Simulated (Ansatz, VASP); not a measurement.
Two plane-wave programs on RhC2

The input INCAR:

```
PREC = Accurate ; ENCUT = 520
EDIFF = 1E-7 ; ISMEAR = 0
SIGMA = 0.05 ; LREAL = False
LASPH = True ; NELM = 60
ALGO = Normal ; ISIF = 2
LWAVE = False ; LCHARG = True
GGA = PS ; LELF = True
LVHAR = True ; NBANDS = 18
```

The input KPOINTS:

```
Automatic mesh
0
Gamma
  12 12 12
```

POSCAR

```
RhC2
1.0
    0.0000000000      2.4248645950      2.4248645950
    2.4248645950      0.0000000000      2.4248645950
    2.4248645950      2.4248645950      0.0000000000
Rh C
1 2
Direct
    0.0000000000      0.0000000000      0.0000000000
    0.2500000000      0.2500000000      0.2500000000
    0.7500000000      0.7500000000      0.7500000000
```

Input for Ansatz:

```yaml
crystal:
  lattice:
    - [0.0, 2.424864595, 2.424864595]
    - [2.424864595, 0.0, 2.424864595]
    - [2.424864595, 2.424864595, 0.0]
  atoms:
    - { symbol: Rh, position: [0.0, 0.0, 0.0] }
    - { symbol: C, position: [0.25, 0.25, 0.25] }
    - { symbol: C, position: [0.75, 0.75, 0.75] }
basis:
  ecutwfc: 420
  ecutrho_ratio: 4
kpoints:
  mp_grid: { grid: [12, 12, 12] }
hamiltonian:
  xc: pbesol
scf:
  occupations: { method: gaussian, width: 0.05 }
output:
  forces: true
  stress: true
  eigenvalues: true
```

Alike in both runs: task single point; functional PBEsol; k mesh 12 × 12 × 12; occupations gaussian, width 0.05 eV; no spin polarisation.

|  | VASP | Ansatz |
| --- | --- | --- |
| version | VASP 6.6.1 | Ansatz 0.2.0 |
| potentials or method | VASP PAW PBE potentials, release 64 (Rh_pv, C), cutoff 520 eV | scalar-relativistic, plane waves, PAW |
| valence electrons in the cell | 23 | 25 |

|  | VASP | Ansatz | Ansatz less VASP |
| --- | --- | --- | --- |
| gap on the k mesh at the Fermi level (eV) | none | none | - |
| pressure (GPa) | 5.7 | 5.7 | +0.05 |

VASP's potentials were made for PBE, not for PBEsol. A gap of «none» marks a metal or a gap that the smearing closes. The functional is the same, so the differences come from potentials, cutoffs and numerics. VASP's potentials hold 23 valence electrons a cell and Ansatz's 25, so a difference there can come from the potentials and not from the codes.
